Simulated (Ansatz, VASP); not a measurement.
## RbVF3 in VASP and in Ansatz

File INCAR:

```
PREC = Accurate ; ENCUT = 520
EDIFF = 1E-6 ; ISMEAR = 0
SIGMA = 0.05 ; LREAL = F
LASPH = T ; NELM = 150
ALGO = Normal ; ISIF = 2
LWAVE = F ; LCHARG = T
ISPIN = 2 ; MAGMOM = 0 2.48 0.02 0.02 0.02
LORBIT = 11 ; LMAXMIX = 4
LDAU = T ; LDAUTYPE = 2
LDAUL = -1 2 -1 ; LDAUU = 0 4 0
LDAUJ = 0 0 0 ; LDAUPRINT = 1
LELF = T ; LVHAR = T
NBANDS = 34
```

The input KPOINTS:

```
Automatic mesh
0
Gamma
  5 5 5
```

Contents of POSCAR:

```
RbVF3
1.0
    4.1819996800      0.0000000000      0.0000000000
    0.0000000000      4.1819996800      0.0000000000
    0.0000000000      0.0000000000      4.1819996800
Rb V F
1 1 3
Direct
    0.0000000000      0.0000000000      0.0000000000
    0.5000000000      0.5000000000      0.5000000000
    0.5000000000      0.5000000000      0.0000000000
    0.0000000000      0.5000000000      0.5000000000
    0.5000000000      0.0000000000      0.5000000000
```

Input for Ansatz:

```yaml
crystal:
  lattice:
    - [4.18199968, 0.0, 0.0]
    - [0.0, 4.18199968, 0.0]
    - [0.0, 0.0, 4.18199968]
  atoms:
    - { symbol: Rb, position: [0.0, 0.0, 0.0] }
    - { symbol: V, position: [0.5, 0.5, 0.5], spin: 3.0 }
    - { symbol: F, position: [0.5, 0.5, 0.0] }
    - { symbol: F, position: [0.0, 0.5, 0.5] }
    - { symbol: F, position: [0.5, 0.0, 0.5] }
basis:
  ecutwfc: 420
  ecutrho_ratio: 4
kpoints:
  mp_grid: { grid: [5, 5, 5] }
hamiltonian:
  xc: lda
  hubbard:
    sites:
      - { site: 1, l: d, u_eff: 4.0, starting_ns: [{ spin: up, occupation_matrix: s1up }, { spin: down, occupation_matrix: s1down }] }
    occupation_matrices:
      s1up:
        matrix:
          - [0.4679, -0.38879, -0.12958, 0.0775, -0.22569]
          - [-0.38879, 0.35861, 0.08561, -0.08455, 0.20344]
          - [-0.12958, 0.08561, 0.82514, 0.10662, -0.28486]
          - [0.0775, -0.08455, 0.10662, 0.8907, 0.21101]
          - [-0.22569, 0.20344, -0.28486, 0.21101, 0.40764]
      s1down:
        matrix:
          - [0.02, 0.0, 0.0, 0.0, 0.0]
          - [0.0, 0.02, 0.0, 0.0, 0.0]
          - [0.0, 0.0, 0.02, 0.0, 0.0]
          - [0.0, 0.0, 0.0, 0.02, 0.0]
          - [0.0, 0.0, 0.0, 0.0, 0.02]
    ns_hold: { iters: 5 }
scf:
  occupations: { method: gaussian, width: 0.05 }
  lower_state_search: "off"
  max_iter: 150
output:
  forces: true
  stress: true
  eigenvalues: true
  populations: true
  hubbard: { sites: [{ site: 1, l: d }] }
  write_density: true
  write_potential: true
  elf: true
  volumetric_format: npy
magnetization:
  spin_polarized: true
```

Alike in both runs: task single point; functional LDA; k mesh 5 × 5 × 5; occupations gaussian, width 0.05 eV; collinear spin; Hubbard terms V d U = 4.0 eV.

```csv
,VASP,Ansatz
version,VASP 6.6.1,Ansatz 0.2.0
potentials or method,"VASP PAW LDA potentials, release 64 (Rb_sv, V_sv, F), cutoff 520 eV","scalar-relativistic, plane waves, PAW"
valence electrons in the cell,43,43
```

```tsv
	VASP	Ansatz	Ansatz less VASP
gap on the k mesh at the Fermi level (eV)	2.28	2.79	+0.510
least direct gap on the mesh (eV)	3.38	3.77	+0.388
pressure (GPa)	-3.3	-3.8	-0.58
net moment per atom (μB)	0.60	0.60	0.000
size of the moment on the site where the two differ most (μB)	2.72	2.25	-0.466
```

LDA's correlation is that of Perdew and Zunger in VASP and of Perdew and Wang (1992) in Ansatz. Site moments also hang on the region over which each program counts them. The programs project onto different local orbitals, so the same U acts differently, and such runs can settle in different states. Ansatz's warnings: specified occupation not kept, symmetry narrowed by occupation matrices.
